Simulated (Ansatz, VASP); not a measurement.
## One calculation of LiF, two programs

```
Li F
1.0
    -0.01645    2.03266    2.01501
     2.06449    2.03507   -0.01885
    -2.05758    4.08208   -2.01531
Li F
2 2
Direct
  0.78307 0.76292 0.76022
  0.23972 0.34129 0.24093
  0.45757 0.44958 0.50458
  0.01963 0.94621 0.99427
```

Change from the starting cell: cell x2, atoms moved at random (sigma 0.1 Å) and cell strained at random (1.5 %), then relaxed without symmetry.

Alike in both runs: task relaxation of cell and atoms; functional PBE; k mesh 6 × 6 × 6; occupations gaussian, width 0.1 eV; no spin polarisation.

|  | VASP | Ansatz |
| --- | --- | --- |
| version | VASP 6.6.1 | Ansatz 0.2.0 |
| potentials or method | VASP PAW PBE potentials, release 64 (Li_sv, F), cutoff 600 eV | scalar-relativistic, plane waves, PAW |
| valence electrons in the cell | 20 | 20 |

```csv
,VASP,Ansatz,Ansatz less VASP
"gap on the k mesh at the Fermi level, each at its own relaxed structure (eV)",8.93,8.83,-0.101
relaxed volume (Å³/atom),8.31,8.42,+0.102
relaxed length of the cell vector where the two differ most in proportion (Å),2.863,2.877,+0.0141
```

The k mesh is coarse, so the values compare programs but aren't converged. Noted on VASP's run: the cutoff is under 1.25 times that of the potentials, so the pressure is a little rough.
